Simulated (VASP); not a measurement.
# Si (Imma) in VASP: further runs

The runs below take Si through single point, with LDA.

Everything below comes from runs of VASP 6.6.1. Logs are shortened: lines on timing, memory, paths and dates and some standing lists are left out, and cuts for length are marked.

**1. The cell of the first run**

Symmetry: Imma, No. 74, orthorhombic system. The conventional cell has a = 4.268 Å, b = 4.743 Å, c = 2.659 Å, α = 90.00°, β = 90.00°, γ = 90.00°. Si (site symmetry mm2) has 10 Si at 2.24 to 3.10 Å within 3.1 Å.

**2. Single point, LDA (strain -0.1000 x Voigt [1, 0, 0, 0, 0, 0])**

File INCAR:

```
SYSTEM = Si
ALGO = Normal ; EDIFF = 1E-7
ENCUT = 520 ; ISIF = 2
ISMEAR = 0 ; LASPH = .True.
LCHARG = .True. ; LELF = .True.
LREAL = .False. ; LVHAR = .True.
LWAVE = .False. ; NBANDS = 11
NELM = 60 ; PREC = Accurate
SIGMA = 0.15
```

File KPOINTS:

```
k-points
0
Gamma
  20 20 20
  0 0 0
```

File POSCAR:

```
Si
1.0
   -2.1342350740      2.3713723045      1.3292653899
    2.1342350740     -2.3713723045      1.3292653899
    2.1342350740      2.3713723045     -1.3292653899
Si
2
Direct
    0.2500000000      0.7500000000      0.5000000000
    0.5000000000      0.5000000000      0.0000000000
```

Potentials or basis: VASP PAW LDA potentials, release 64 (Si).

Run with:

```console
cat potpaw_LDA.64/Si/POTCAR > POTCAR
mpirun -np 1 vasp_std > vasp.out
```

OUTCAR:

```text
SYSTEM = Si
   EDIFF = 1E-7
   ENCUT = 520
   ISIF = 2
   ISMEAR = 0
   LASPH = .True.
   LREAL = .False.
   NELM = 60
   PREC = Accurate

 ion  position               nearest neighbor table
   1  0.250  0.750  0.500-   2 2.24   2 2.24   2 2.46   2 2.46   2 2.92   2 2.92   2 3.10   2 3.10

   2  0.500  0.500  0.000-   1 2.24   1 2.24   1 2.46   1 2.46   1 2.92   1 2.92   1 3.10   1 3.10

  LATTYP: Found a body centered orthorhombic cell.
 ALAT       =     2.6585307798
 B/A-ratio  =     1.6055748462
 C/A-ratio  =     1.7839720514

  Lattice vectors:

 A1 = (   2.1342350740,  -2.3713723045,   1.3292653899)
 A2 = (  -2.1342350740,  -2.3713723045,  -1.3292653899)
 A3 = (   2.1342350740,   2.3713723045,  -1.3292653899)

Analysis of symmetry for initial positions (statically):
=====================================================================
 Subroutine PRICEL returns:
 Original cell was already a primitive cell.

 Routine SETGRP: Setting up the symmetry group for a
 body centered orthorhombic supercell.

 Subroutine GETGRP returns: Found  8 space group operations
 (whereof  4 operations were pure point group operations)
 out of a pool of  8 trial point group operations.

The static configuration has the point symmetry C_2v.
 The point group associated with its full space group is D_2h.

Analysis of symmetry for dynamics (positions and initial velocities):
=====================================================================
 Subroutine PRICEL returns:
 Original cell was already a primitive cell.

 Routine SETGRP: Setting up the symmetry group for a
 body centered orthorhombic supercell.

 Subroutine GETGRP returns: Found  8 space group operations
 (whereof  4 operations were pure point group operations)
 out of a pool of  8 trial point group operations.

The dynamic configuration has the point symmetry C_2v.
 The point group associated with its full space group is D_2h.

 Subroutine INISYM returns: Found  8 space group operations
 (whereof  4 operations are pure point group operations),
 and found     1 'primitive' translations

----------------------------------------------------------------------------------------

                                     Primitive cell

  volume of cell :      26.9100

  direct lattice vectors                    reciprocal lattice vectors
    -2.134235074  2.371372304  1.329265390     0.000000000  0.210848376  0.376147610
     2.134235074 -2.371372304  1.329265390     0.234275974  0.000000000  0.376147610
     2.134235074  2.371372304 -1.329265390     0.234275974  0.210848376  0.000000000

  length of vectors
     3.456199131  3.456199131  3.456199131     0.431212317  0.443139094  0.315186087

  position of ions in fractional coordinates (direct lattice)
     0.250000000  0.750000000  0.500000000
     0.500000000  0.500000000  0.000000000

  ion indices of the primitive-cell ions
   primitive index   ion index
                 1           1
                 2           2

----------------------------------------------------------------------------------------

 KPOINTS: k-points

Automatic generation of k-mesh.
 Grid dimensions read from file:
 generate k-points for:   20   20   20

 Generating k-lattice:

  Cartesian coordinates                     Fractional coordinates (reciprocal lattice)
     0.000000000  0.010542419  0.018807381     0.050000000  0.000000000  0.000000000
     0.011713799  0.000000000  0.018807381     0.000000000  0.050000000 -0.000000000
     0.011713799  0.010542419  0.000000000     0.000000000 -0.000000000  0.050000000

  Length of vectors
     0.021560616  0.022156955  0.015759304

  Shift w.r.t. Gamma in fractional coordinates (k-lattice)
     0.000000000  0.000000000  0.000000000

 Subroutine IBZKPT returns following result:
 ===========================================

 Found   1166 irreducible k-points:

 Following reciprocal coordinates:
            Coordinates               Weight
  0.000000  0.000000  0.000000      1.000000
  0.050000  0.000000 -0.000000      4.000000
  0.100000 -0.000000  0.000000      4.000000
  0.150000 -0.000000  0.000000      4.000000
  0.200000 -0.000000  0.000000      4.000000
  0.250000  0.000000 -0.000000      4.000000
[... 16 lines left out ...]
 -0.450000  0.050000 -0.000000      8.000000
 -0.400000  0.050000  0.000000      8.000000
 [... further k-points ...]
   k-points           NKPTS =   1166   k-points in BZ     NKDIM =   1166   number of bands    NBANDS=     11
   number of dos      NEDOS =    301   number of ions     NIONS =      2
   total plane-waves  NPLWV =  21952
   dimension x,y,z NGX =    28 NGY =   28 NGZ =   28
   dimension x,y,z NGXF=    56 NGYF=   56 NGZF=   56
   ions per type =               2
   NGX,Y,Z   is equivalent  to a cutoff of  13.47, 13.47, 13.47 a.u.
   NGXF,Y,Z  is equivalent  to a cutoff of  26.94, 26.94, 26.94 a.u.
 SYSTEM =  Si
   PREC   = accura    normal or accurate (medium, high low for compatibility)
   ISTART =      0    job   : 0-new  1-cont  2-samecut
   ICHARG =      2    charge: 1-file 2-atom 10-const
   ISPIN  =      1    spin polarized calculation?
   LNONCOLLINEAR =      F non collinear calculations
   LSORBIT =      F    spin-orbit coupling
   LASPH  =      T    aspherical Exc in radial PAW
   ENCUT  =  520.0 eV  38.22 Ry    6.18 a.u.   6.43  6.43  6.43*2*pi/ulx,y,z
   NELM   =     60;   NELMIN=  2; NELMDL= -5     # of ELM steps
   EDIFF  = 0.1E-06   stopping-criterion for ELM
   LREAL  =      F    real-space projection
   EDIFFG = 0.1E-05   stopping-criterion for IOM
   NSW    =      0    number of steps for IOM
   IBRION =     -1    ionic relax: 0-MD 1-quasi-New 2-CG
   NFREE  =      0    steps in history (QN), initial steepest desc. (CG)
   ISIF   =      2    stress and relaxation
   ISYM   =      2    0-nonsym 1-usesym 2-fastsym
   POTIM  = 0.5000    time-step for ionic-motion
   TEBEG  =    0.0;   TEEND  =   0.0 temperature during run
   PSTRESS=    0.0 pullay stress
   NELECT =       8.0000    total number of electrons
   NUPDOWN=      -1.0000    fix difference up-down
   EMIN   =  10.00;   EMAX   =-10.00  energy-range for DOS
   EFERMI =   0.00;   METHOD = LEGACY
   ISMEAR =     0;   SIGMA  =   0.15  broadening in eV -4-tet -1-fermi 0-gaus
   EFERMI_NEDOS =   21; number of points for ismear=-14 and -15
   IALGO  =     38    algorithm
   IMIX   =      4    mixing-type and parameters
     AMIX     =   0.40;   BMIX     =  1.00
     AMIX_MAG =   1.60;   BMIX_MAG =  1.00
  volume/ion in A,a.u.               =      13.45        90.80
  Fermi-wavevector in a.u.,A,eV,Ry     =   1.092614  2.064742 16.242721  1.193806
  Thomas-Fermi vector in A             =   2.228883
   LORBIT       =      0    0 simple, 1 ext, 2 COOP (PROOUT), +10 PAW based schemes
   GGA     = CA    functional components
   LHFCALC =     F    Hartree Fock is set to
   AEXX    =    0.0000 exact exchange contribution
   IVDW    =     0    specifies the selected vdW correction
   LEPSILON=     F    determine dielectric tensor
   LRPA    =     F    only Hartree local field effects (RPA)
 non-spin polarized calculation
 Gauss-broadening in eV      SIGMA  =   0.15
  energy-cutoff  :      520.00
  volume of cell :       26.91
 maximum number of plane-waves:       741
 NGX is ok and might be reduce to    28
   NGX = 13   NGY = 13   NGZ = 13

 number of electron       8.0000000 magnetization

 Free energy of the ion-electron system (eV)
  ---------------------------------------------------
  ext. energy  EPLUGINS =         0.00000000
  ---------------------------------------------------
  free energy    TOTEN  =       -11.16678040 eV

  energy without entropy =      -11.16006382  energy(sigma->0) =      -11.16342211

 E-fermi :  10.7267     XC(G=0): -11.4796

 val. band max:       10.7233572894   @ k =  -0.2500   0.5000   0.1500
 cond. band min:      10.7342602299   @ k =  -0.4500  -0.1000   0.0500
 fundamental gap:      0.0109029406
 Fermi energy:        10.7267263957

 k-point     1 :       0.0000    0.0000    0.0000
  band No.  band energies     occupation
      1      -4.0709      2.00000
      2       7.7182      2.00000
      3       9.3337      2.00000
      4      10.2662      1.99999
      5      12.1865      0.00000
      6      17.9931      0.00000
      7      18.7939      0.00000
      8      19.4439      0.00000
      9      20.2948      0.00000
     10      22.1865      0.00000
     11      23.2587      0.00000

 k-point     2 :       0.0500    0.0000   -0.0000
  band No.  band energies     occupation
      1      -4.0043      2.00000
      2       7.6914      2.00000
      3       9.1081      2.00000
      4      10.5952      1.78497
      5      12.3316      0.00000
      6      17.3313      0.00000
      7      18.3527      0.00000
      8      19.0480      0.00000
      9      20.9291      0.00000
     10      21.2467      0.00000
     11      22.5506      0.00000

 k-point     3 :       0.1000   -0.0000    0.0000
  band No.  band energies     occupation
      1      -3.8045      2.00000
      2       7.6286      2.00000
      3       8.7670      2.00000
      4      11.2278      0.00000
      5      12.7457      0.00000
      6      16.0313      0.00000
      7      17.1363      0.00000
      8      18.6902      0.00000
      9      19.7734      0.00000
     10      20.4027      0.00000
     11      22.8085      0.00000

 k-point     4 :       0.1500   -0.0000    0.0000
  band No.  band energies     occupation
      1      -3.4722      2.00000
      2       7.5674      2.00000
      3       8.4980      2.00000
      4      11.8503      0.00000
      5      13.3742      0.00000
      6      14.5499      0.00000
      7      16.0587      0.00000
      8      17.9280      0.00000
      9      18.3305      0.00000
     10      19.3710      0.00000
     11      23.7613      0.00000
[... 239 lines left out ...]
 k-point    22 :       0.5000    0.0500    0.0000
  band No.  band energies     occupation
      1       1.4480      2.00000
      2       3.6790      2.00000
      3       7.8313      2.00000
      4       9.1943      2.00000
      5      10.7495      0.82982
      6      12.1900      0.00000
      7      14.3241      0.00000
      8      16.1677      0.00000
      9      20.2858      0.00000
     10      21.9725      0.00000
     11      23.3843      0.00000

 k-point    23 :      -0.4500    0.0500   -0.0000
  band No.  band energies     occupation
      1       0.3913      2.00000
      2       5.0179      2.00000
      3       7.4993      2.00000
      4       8.9295      2.00000
      5      11.2717      0.00000
      6      12.7387      0.00000
      7      14.5568      0.00000
      8      16.2963      0.00000
      9      19.1795      0.00000
     10      20.7761      0.00000
     11      24.6916      0.00000

 k-point    24 :      -0.4000    0.0500    0.0000
  band No.  band energies     occupation
      1      -0.5964      2.00000
      2       6.4746      2.00000
      3       7.2316      2.00000
      4       8.6847      2.00000
      5      11.9738      0.00000
      6      13.4389      0.00000
      7      14.9576      0.00000
      8      16.3995      0.00000
      9      18.0516      0.00000
     10      19.4304      0.00000
     11      26.1610      0.00000

 [... further k-points ...]
[... 5 lines left out ...]
  --------------------------------------------------------------------------------------
  -------------------------------------------------------------------------------------
  Total        7.2130691      0.6930817      1.4405491      0.0000000      0.0000000      0.0000000
  in kB      429.4543350     41.2649494     85.7679343      0.0000000      0.0000000      0.0000000
  external PRESSURE =     185.4957396 kB  Pullay stress =       0.0000000 kB

 VOLUME and BASIS-vectors are now :
 -----------------------------------------------------------------------------
  energy-cutoff  :      520.00
  volume of cell :       26.91
      direct lattice vectors                 reciprocal lattice vectors
    -2.134235074  2.371372304  1.329265390     0.000000000  0.210848376  0.376147610
     2.134235074 -2.371372304  1.329265390     0.234275974  0.000000000  0.376147610
     2.134235074  2.371372304 -1.329265390     0.234275974  0.210848376  0.000000000

 POSITION                                       TOTAL-FORCE (eV/Angst)
 -----------------------------------------------------------------------------------
      2.13424     -0.00000      0.66463        -0.000000      0.000000     -0.809884
      0.00000      0.00000      1.32927         0.000000     -0.000000      0.809884
 -----------------------------------------------------------------------------------
    total drift:                                0.000000      0.000000      0.000000

  FREE ENERGIE OF THE ION-ELECTRON SYSTEM (eV)
  ---------------------------------------------------
  free  energy   TOTEN  =       -11.1667803983 eV

  energy  without entropy=      -11.1600638214  energy(sigma->0) =      -11.16342211
```

It took 3 min on 1 thread of Intel Xeon 6975P-C (Granite Rapids), shared host; peak memory 0.35 GiB.

Results:

```yaml
Free_energy: -11.1668 eV
Pressure: 18.5 GPa
Largest_force: 0.810 eV/Å
Band_gap_on_the_k_mesh: zero (bands 4 and 5 overlap by 8.30 eV)
```

Forces in eV/Å, atoms in the order of the input:
```
Si   0.000  0.000 -0.810
Si   0.000  0.000  0.810
```

Caveat: the cell differs from its parent crystal (strain -0.1000 x Voigt [1, 0, 0, 0, 0, 0]); the cell stands under pressure.

**3. Single point, LDA (strain -0.0750 x Voigt [1, 0, 0, 0, 0, 0])**

File INCAR:

```
PREC     = Accurate       # precision mode
ENCUT    = 520            # plane-wave cutoff, eV
EDIFF    = 1E-7           # SCF threshold, eV
ISMEAR   = 0              # smearing method
SIGMA    = 0.15           # smearing width, eV
LREAL    = F              # projectors in reciprocal space
LASPH    = T              # aspherical terms in the spheres
NELM     = 100            # most SCF steps
ALGO     = Normal         # electronic algorithm
ISIF     = 2              # what is computed and relaxed
LWAVE    = F              # write WAVECAR
LCHARG   = T              # write CHGCAR
LELF     = T              # ELF
LVHAR    = T            
NBANDS   = 11             # bands
```

File KPOINTS:

```
regular mesh
0
Gamma
  20 20 20
```

File POSCAR:

```
Si
1.0
   -2.1935193817      2.3713723045      1.3292653899
    2.1935193817     -2.3713723045      1.3292653899
    2.1935193817      2.3713723045     -1.3292653899
Si
2
Direct
    0.2500000000      0.7500000000      0.5000000000
    0.5000000000      0.5000000000      0.0000000000
```

Potentials or basis: VASP PAW LDA potentials, release 64 (Si).

Run with:

```console
cat potpaw_LDA.64/Si/POTCAR > POTCAR
mpirun -np 1 vasp_std > vasp.out
```

Wall time 3 min (1 thread of Intel Xeon 6975P-C (Granite Rapids), shared host); peak memory 0.36 GiB.

It converged, with:

| Property | Result |
| --- | --- |
| Free energy | -11.3315 eV |
| Pressure | 12.1 GPa |
| Largest force | 0.503 eV/Å |
| Band gap on the k mesh | zero (bands 4 and 5 overlap by 8.04 eV) |

Forces in eV/Å, atoms in the order of the input:
```
Si   0.000  0.000 -0.503
Si   0.000  0.000  0.503
```

Stress tensor (GPa, compression positive):
```
28.07  0.00  0.00
 0.00  3.05  0.00
 0.00  0.00  5.17
```

Levels at points of the mesh, in eV from the Fermi level:
| k point | band 1 | band 2 | band 3 | band 4 | band 5 | band 6 | band 7 | band 8 | band 9 |
| --- | --- | --- | --- | --- | --- | --- | --- | --- | --- |
| (0.00, 0.00, 0.00) | -14.56 | -2.89 | -1.70 | -0.84 | 1.46 | 7.36 | 8.32 | 8.82 | 9.78 |
| (0.50, 0.00, 0.00) | -8.51 | -7.48 | -2.29 | -1.42 | -0.72 | 0.91 | 4.02 | 5.09 | 9.80 |
| (0.00, 0.50, 0.00) | -8.09 | -7.44 | -2.71 | -2.02 | -1.94 | 0.63 | 6.18 | 6.54 | 10.71 |
| (0.50, 0.50, 0.00) | -11.14 | -11.14 | 0.44 | 0.44 | 3.65 | 3.65 | 7.79 | 7.79 | 8.95 |
| (0.50, 0.50, 0.50) | -9.05 | -7.41 | -7.37 | -7.09 | 4.81 | 4.82 | 13.87 | 14.55 | 14.92 |

Caveat: the cell differs from its parent crystal (strain -0.0750 x Voigt [1, 0, 0, 0, 0, 0]); the cell stands under pressure.

(Part 1 of 2 ends here.)
